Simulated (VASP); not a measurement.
Set up this calculation in VASP 6.6.1, as the native input.

```
Task                   : single point
Functional             : RPBE
Potentials or basis    : VASP PAW PBE potentials, release 64 (Rb_sv)
Cutoff                 : 520 eV
k mesh                 : 8 × 8 × 8
Occupations            : fermi-dirac, width 0.1 eV
Spin                   : no spin polarisation
Dipole correction      : no
Further INCAR settings : ALGO = Normal; EDIFF = 1e-07; NBANDS = 10
```

The structure of Rb lies in POSCAR:

```
Rb
1.0
    0.0000000000      3.8392734087      3.8392734087
    3.8392734087      0.0000000000      3.8392734087
    3.8392734087      3.8392734087      0.0000000000
Rb
1
Direct
    0.0000000000      0.0000000000      0.0000000000
```

This cell differs from its parent crystal: volume scaled by 1.12.

The input as run:

INCAR

```
SYSTEM = Rb
PREC     = Accurate       ! precision mode
ENCUT    = 520            ! plane-wave cutoff, eV
EDIFF    = 1E-7           ! SCF threshold, eV
ISMEAR   = -1             ! smearing method
SIGMA    = 0.1            ! smearing width, eV
LREAL    = .False.        ! projectors in reciprocal space
LASPH    = .True.         ! aspherical terms in the spheres
NELM     = 60             ! most SCF steps
ALGO     = Normal         ! electronic algorithm
ISIF     = 2              ! what is computed and relaxed
LWAVE    = .False.        ! write WAVECAR
LCHARG   = .False.        ! write CHGCAR
GGA      = RP             ! functional
NBANDS   = 10             ! bands
```

KPOINTS

```
Automatic mesh
0
Gamma
  8 8 8
  0 0 0
```

Potentials or basis: VASP PAW PBE potentials, release 64 (Rb_sv).

Launch:

```console
$ cat potpaw_PBE.64/Rb_sv/POTCAR > POTCAR
$ mpirun -np 1 vasp_std > vasp.out
```

It gave:

* Pressure: -0.2 GPa

Caveat: the PAW data sets were made with another functional, which shifts forces and pressure a little.

It took 22 s on 1 thread of Intel(R) Xeon(R) Platinum 8259CL CPU @ 2.50GHz (Skylake/Cascade Lake) (shared host), peak memory 0.23 GiB.
